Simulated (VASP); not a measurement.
Input of a VASP 6.6.1 run:

INCAR

```
ALGO = Normal
EDIFF = 1E-6
ENCUT = 520
GGA = PS
ISIF = 2
ISMEAR = 0
LASPH = T
LCHARG = T
LELF = T
LREAL = F
LVHAR = T
LWAVE = F
NBANDS = 38
NELM = 100
PREC = Accurate
SIGMA = 0.1
```

Contents of KPOINTS:

```
k-points
0
Gamma
  8 8 8
```

The input POSCAR:

```
Cl
1.0
    5.3348027824      0.0000000000      0.0000000000
    0.0000000000      5.3348027824      0.0000000000
    0.0000000000      0.0000000000      5.3348027824
Cl
8
Direct
    0.5000000000      0.5000000000      0.5000000000
    0.0000000000      0.0000000000      0.0000000000
    0.2500000000      0.0000000000      0.5000000000
    0.5000000000      0.2500000000      0.0000000000
    0.5000000000      0.7500000000      0.0000000000
    0.7500000000      0.0000000000      0.5000000000
    0.0000000000      0.5000000000      0.7500000000
    0.0000000000      0.5000000000      0.2500000000
```

Potentials or basis: VASP PAW PBE potentials, release 64 (Cl).

Launch:

```sh
$ cat potpaw_PBE.64/Cl/POTCAR > POTCAR
$ mpirun -np 1 vasp_std > vasp.out
```

Q: Predict the pressure.

A: -0.1 GPa.

Q: What does it give for the band gap on the k mesh?

A: Zero (band 28 reaches 3.27 eV, above the bottom of band 29 at 2.28 eV).

Caveat: the PAW data sets were made with another functional, which shifts forces and pressure a little.
